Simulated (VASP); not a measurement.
A run of VASP 6.6.1 is set up as follows.

File INCAR:

```
ALGO     = Normal         # electronic algorithm
EDIFF    = 1E-7           # SCF threshold, eV
ENCUT    = 520            # plane-wave cutoff, eV
ISIF     = 2              # what is computed and relaxed
ISMEAR   = 0              # smearing method
LASPH    = True           # aspherical terms in the spheres
LCHARG   = False          # write CHGCAR
LREAL    = False          # projectors in reciprocal space
LWAVE    = False          # write WAVECAR
NBANDS   = 15             # bands
NELM     = 60             # most SCF steps
PREC     = Accurate       # precision mode
SIGMA    = 0.01           # smearing width, eV
```

File KPOINTS:

```
k-points
0
Gamma
  10 10 10
```

Contents of POSCAR:

```
CaO
1.0
    0.0000000000      2.3975501144      2.3975501144
    2.3975501144      0.0000000000      2.3975501144
    2.3975501144      2.3975501144      0.0000000000
Ca O
1 1
Direct
    0.0000000000      0.0000000000      0.0000000000
    0.5000000000      0.5000000000      0.5000000000
```

Potentials or basis: VASP PAW LDA potentials, release 64 (Ca_sv, O).

The run is started by

```sh
$ cat potpaw_LDA.64/Ca_sv/POTCAR potpaw_LDA.64/O/POTCAR > POTCAR
$ mpirun -np 1 vasp_std > vasp.out
```

(1) Predict the pressure.

(2) Estimate the band gap on the k mesh.

Answers

(1) -5.5 GPa.

(2) 3.46 eV, indirect (least direct gap 3.83 eV).
